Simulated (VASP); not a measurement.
A run of VASP 6.6.1 is set up as follows.

File POSCAR:

```
SrO
1.0
    4.2700192582      0.0000000000      0.0000000000
   -2.1350096291      3.6979451522      0.0000000000
    0.0000000000      0.0000000000      5.1444718063
Sr O
2 2
Direct
    0.3333333333      0.6666666667      0.9375000000
    0.6666666667      0.3333333333      0.4375000000
    0.3333333333      0.6666666667      0.4375000000
    0.6666666667      0.3333333333      0.9375000000
```

Contents of INCAR.step1:

```
SYSTEM = SrO
PREC = Accurate
ENCUT = 520
ISMEAR = 0
SIGMA = 0.01
LREAL = .False.
LASPH = .True.
NELM = 80
NBANDS = 24
GGA = PE
ALGO = Normal
EDIFF = 1E-4
LWAVE = .True.
LCHARG = .False.
```

The input INCAR.step2:

```
SYSTEM = SrO
PREC = Accurate
ENCUT = 520
EDIFF = 1E-7
ISMEAR = 0
SIGMA = 0.01
LREAL = .False.
LASPH = .True.
NELM = 80
ALGO = Normal
ISIF = 2
LWAVE = .False.
LCHARG = .True.
METAGGA = R2SCAN
LMIXTAU = .True.
LELF = .True.
LVHAR = .True.
NBANDS = 24
ISTART = 1
```

KPOINTS

```
Automatic mesh
0
Gamma
  12 12 6
  0 0 0
```

Potentials or basis: VASP PAW PBE potentials, release 64 (Sr_sv, O).

The run is started by

```sh
$ cat potpaw_PBE.64/Sr_sv/POTCAR potpaw_PBE.64/O/POTCAR > POTCAR
$ cp INCAR.step1 INCAR
$ mpirun -np 1 vasp_std > vasp.out
$ cp INCAR.step2 INCAR
$ mpirun -np 1 vasp_std > vasp.out
```

(1) Estimate the band gap on the k mesh.

(2) What does it give for the pressure?

Results:

(1) 3.02 eV.

(2) 0.5 GPa.

Caveat: the PAW data sets were made with another functional, which shifts forces and pressure a little.
